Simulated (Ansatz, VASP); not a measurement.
## AlN in VASP and in Ansatz

The input INCAR:

```
SYSTEM = AlN
PREC = Accurate
ENCUT = 520
EDIFF = 1E-6
ISMEAR = -1
SIGMA = 0.02
LREAL = .FALSE.
LASPH = .TRUE.
NELM = 80
ALGO = Normal
ISIF = 2
LWAVE = .FALSE.
LCHARG = .FALSE.
NBANDS = 11
```

The input KPOINTS:

```
Automatic mesh
0
G
  10 10 10
  0 0 0
```

The input POSCAR:

```
AlN
1.0
    0.0000000000      1.9910997195      1.9910997195
    1.9910997195      0.0000000000      1.9910997195
    1.9910997195      1.9910997195      0.0000000000
Al N
1 1
Direct
    0.0000000000      0.0000000000      0.0000000000
    0.5000000000      0.5000000000      0.5000000000
```

Input for Ansatz:

```yaml
crystal:
  lattice:
    - [0.0, 1.9910997195, 1.9910997195]
    - [1.9910997195, 0.0, 1.9910997195]
    - [1.9910997195, 1.9910997195, 0.0]
  atoms:
    - { symbol: Al, position: [0.0, 0.0, 0.0] }
    - { symbol: "N", position: [0.5, 0.5, 0.5] }
kpoints:
  mp_grid: { grid: [10, 10, 10] }
  band_path:
    path:
      - [0.0, 0.0, 0.0]
      - [0.5, 0.0, 0.5]
      - [0.625, 0.25, 0.625]
      - [0.375, 0.375, 0.75]
      - [0.0, 0.0, 0.0]
      - [0.5, 0.5, 0.5]
      - [0.5, 0.25, 0.75]
      - [0.5, 0.0, 0.5]
    npoints: 5
scf:
  occupations: { method: fermi_dirac, width: 0.02 }
hamiltonian:
  xc: lda
  pseudopotentials: { kind: all_electron, lapw: { basis_error: 0.001 } }
output:
  forces: true
  stress: true
  eigenvalues: true
```

Change from the starting cell: volume scaled by 1.02.

Alike in both runs: task single point; functional LDA; k mesh 10 × 10 × 10; occupations fermi-dirac, width 0.02 eV; no spin polarisation.

```csv
,VASP,Ansatz
version,VASP 6.6.1,Ansatz 0.2.0
potentials or method,"VASP PAW LDA potentials, release 64 (Al, N), cutoff 520 eV","all-electron LAPW, scalar-relativistic"
```

```csv
,VASP,Ansatz,Ansatz less VASP
gap on the k mesh at the Fermi level (eV),4.91,4.90,-0.006
pressure (GPa),7.0,6.3,-0.68
```

LDA's correlation is that of Perdew and Zunger in VASP and of Perdew and Wang (1992) in Ansatz. Ansatz ran all-electron here, and VASP with PAW potentials.
